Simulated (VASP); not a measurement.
A run of VASP 6.6.1 is set up as follows.

Contents of INCAR:

```
SYSTEM = ZrIn2Se3
  ALGO = Normal
  EDIFF = 1E-6
  ENCUT = 520
  GGA = PE
  ISIF = 2
  ISMEAR = 0
  LASPH = .True.
  LCHARG = .False.
  LREAL = .False.
  LWAVE = .False.
  NBANDS = 37
  NELM = 80
  PREC = Accurate
  SIGMA = 0.1
```

The input KPOINTS:

```
k-points
0
Gamma
  4 4 4
  0 0 0
```

The input POSCAR:

```
ZrIn2Se3
1.0
    3.8451261367      0.0000000000      0.0000000000
    0.0000000000      3.8451261367      0.0000000000
    0.0000000000      0.0000000000     10.8123286731
Zr In Se
1 2 3
Direct
    0.0000000000      0.0000000000      0.5000000000
    0.0000000000      0.5000000000      0.2436618018
    0.5000000000      0.0000000000      0.7563381982
    0.5000000000      0.5000000000      0.0000000000
    0.0000000000      0.0000000000      0.0000000000
    0.5000000000      0.5000000000      0.5000000000
```

Potentials or basis: VASP PAW PBE potentials, release 64 (Zr_sv, In_d, Se).

Run with:

```console
$ cat potpaw_PBE.64/Zr_sv/POTCAR potpaw_PBE.64/In_d/POTCAR potpaw_PBE.64/Se/POTCAR > POTCAR
$ mpirun -np 1 vasp_std > vasp.out
```

Question: Predict the pressure.

Answer: 0.3 GPa.

Question: Estimate the largest force.

Answer: 0.010 eV/Å.

Question: Estimate the band gap on the k mesh.

Answer: Zero (bands 28 and 29 overlap by 1.46 eV).

Forces in eV/Å, atoms in the order of the input:
```
Zr   0.000  0.000  0.000
In   0.000  0.000  0.010
In   0.000  0.000 -0.010
Se   0.000  0.000  0.000
Se   0.000  0.000  0.000
Se   0.000  0.000  0.000
```

Caveat: the k points lie up to 0.41 Å⁻¹ apart, too coarse for converged energies and pressures of a metal; spin-orbit coupling is left out, which moves the levels of the heavy elements.
